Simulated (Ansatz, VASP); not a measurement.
# Cd2S: VASP beside Ansatz

```
Cd S
1.0
     3.88178    0.00000    0.00000
    -1.94089    3.36172    0.00000
     0.00000    0.00000    5.69060
Cd S
2 1
Direct
  0.33333 0.66667 0.93272
  0.66667 0.33333 0.57873
  0.33333 0.66667 0.36571
```

Alike in both runs: task single point; functional PBEsol; k mesh 7 × 7 × 4; occupations fermi-dirac, width 0.05 eV; no spin polarisation.

|  | VASP | Ansatz |
| --- | --- | --- |
| version | VASP 6.6.1 | Ansatz 0.2.0 |
| potentials or method | VASP PAW PBE potentials, release 64 (Cd, S) | Ansatz PAW |
| plane-wave cutoff (eV) | 520 | 420 |
| valence electrons in the cell | 30 | 46 |

Ansatz gave:

```
gap on the k mesh at the Fermi level (eV)                     : 0.52
least direct gap on the mesh (eV)                             : 0.96
pressure (GPa)                                                : -0.5
traceless stress, the component that is largest in VASP (GPa) : 0.36
rms of the force components (eV/Å)                            : 0.051
```

**Question.** Estimate VASP's values.

**Answer.** gap on the k mesh at the Fermi level (eV): 0.52; least direct gap on the mesh (eV): 0.96; pressure (GPa): -0.1; traceless stress, the component that is largest in VASP (GPa): 0.47; rms of the force components (eV/Å): 0.065.

VASP's potentials were made for PBE, not for PBEsol. Atom by atom the forces differ by 0.013 eV/Å (rms over components). With one functional, cell and mesh, what is left measures potentials, basis and numerics. VASP's potentials hold 30 valence electrons a cell and Ansatz's 46, so a difference there can come from the potentials and not from the codes.

Noted on Ansatz's run: odd divisions of the mesh miss points on the zone boundary, where band edges often lie, so the gap on the mesh can be too wide.
